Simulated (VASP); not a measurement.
Input of a VASP 6.6.1 run:

File INCAR:

```
PREC = Accurate ; ENCUT = 520
EDIFF = 1E-6 ; ISMEAR = -1
SIGMA = 0.05 ; LREAL = Auto
LASPH = T ; NELM = 100
ALGO = Normal ; ISIF = 2
LWAVE = F ; LCHARG = F
GGA = PS ; NBANDS = 71
```

File KPOINTS:

```
regular mesh
0
Gamma
  2 2 2
```

File POSCAR:

```
Al3Ga5N8
1.0
    8.9047390000      0.0000000000      0.0000000000
    0.0000000000      4.4523690000      0.0000000000
    0.0000000000      0.0000000000      4.4523690000
Al Ga N
3 5 8
Direct
    0.9983490000      0.0327150000      0.9981750000
    0.2394760000      0.4723400000      0.0248540000
    0.0035270000      0.5176500000      0.5134490000
    0.5227560000      0.9939750000      0.0124230000
    0.7518820000      0.4633230000      0.0052980000
    0.2346150000      0.9812850000      0.5191070000
    0.7502360000      0.0091840000      0.5020700000
    0.5025700000      0.5216100000      0.5539270000
    0.1385130000      0.2357930000      0.2279170000
    0.6321250000      0.2733250000      0.2267280000
    0.3603020000      0.7437320000      0.2064650000
    0.8664370000      0.7289880000      0.2332490000
    0.3715650000      0.2500870000      0.7651040000
    0.8709530000      0.2687880000      0.7416810000
    0.1324780000      0.7366490000      0.7366270000
    0.6063030000      0.7290670000      0.7828900000
```

Potentials or basis: VASP PAW PBE potentials, release 64 (Al, Ga_d, N).

Run with:

```sh
$ cat potpaw_PBE.64/Al/POTCAR potpaw_PBE.64/Ga_d/POTCAR potpaw_PBE.64/N/POTCAR > POTCAR
$ mpirun -np 1 vasp_std > vasp.out
```

(1) Predict the band gap on the k mesh.

(2) What does it give for the pressure?

(3) What does it give for the largest force?

## Answers

(1) 1.13 eV (least direct gap 1.23 eV).

(2) 10.2 GPa.

(3) 8.661 eV/Å.

Caveat: the k points lie up to 0.71 Å⁻¹ apart; the PAW data sets were made with another functional, which shifts forces and pressure a little.
